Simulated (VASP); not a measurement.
Here is a VASP 6.6.1 calculation.

Contents of INCAR:

```
PREC = Accurate
ENCUT = 520
EDIFF = 1E-6
ISMEAR = 0
SIGMA = 0.017
LREAL = F
LASPH = T
NELM = 100
ALGO = Normal
ISIF = 2
LWAVE = F
LCHARG = F
GGA = PE
NBANDS = 14
```

File KPOINTS:

```
regular mesh
0
Gamma
  11 11 6
```

File POSCAR:

```
Re
1.0
    2.7608000000      0.0000000000      0.0000000000
   -1.3804000000      2.3909229348      0.0000000000
    0.0000000000      0.0000000000      4.4582000000
Re
2
Direct
    0.6666666667      0.3333333333      0.7500000000
    0.3333333333      0.6666666667      0.2500000000
```

Potentials or basis: VASP PAW PBE potentials, release 64 (Re).

Command:

```console
$ cat potpaw_PBE.64/Re/POTCAR > POTCAR
$ mpirun -np 1 vasp_std > vasp.out
```

(1) What does it give for the pressure?

(2) Predict the band gap on the k mesh.

Results:

(1) 5.4 GPa.

(2) zero (bands 7 and 8 overlap by 3.05 eV).

Caveat: the cell stands under pressure; spin-orbit coupling is left out, which moves the levels of the heavy elements.
